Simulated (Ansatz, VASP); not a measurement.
**Two plane-wave programs on Nb3Te8Mo**

```
CELL_PARAMETERS angstrom
7.44317 0.00000 0.00000
-3.72159 6.44598 0.00000
0.00000 0.00000 7.15042
ATOMIC_POSITIONS crystal
Nb 0.00000 0.50000 0.00000
Nb 0.50000 0.50000 0.00000
Nb 0.50000 0.00000 0.00000
Te 0.33333 0.66667 0.74563
Te 0.33333 0.16667 0.74563
Te 0.83333 0.66667 0.74563
Te 0.83333 0.16667 0.74563
Te 0.16667 0.83333 0.25437
Te 0.16667 0.33333 0.25437
Te 0.66667 0.83333 0.25437
Te 0.66667 0.33333 0.25437
Mo 0.00000 0.00000 0.00000
```

Alike in both runs: task single point; functional PBE; k mesh 3 × 3 × 4; occupations gaussian, width 0.1 eV; no spin polarisation.

|  | VASP | Ansatz |
| --- | --- | --- |
| version | VASP 6.6.1 | Ansatz 0.2.0 |
| potentials or method | VASP PAW PBE potentials, release 64 (Nb_sv, Te, Mo_sv), cutoff 520 eV | scalar-relativistic, plane waves, PAW |
| valence electrons in the cell | 101 | 181 |

|  | VASP | Ansatz | Ansatz less VASP |
| --- | --- | --- | --- |
| gap on the k mesh at the Fermi level (eV) | none | none | - |
| pressure (GPa) | -1.8 | -1.7 | +0.07 |
| traceless stress, the component that is largest in VASP (GPa) | 1.09 | 1.07 | -0.022 |
| rms of the force components (eV/Å) | 0.121 | 0.123 | +0.0025 |

Atom by atom the forces differ by 0.003 eV/Å (rms over components). A gap of «none» marks a metal or a gap that the smearing closes. VASP's potentials hold 101 valence electrons a cell and Ansatz's 181, so a difference there can come from the potentials and not from the codes.

Spin-orbit coupling is off throughout.
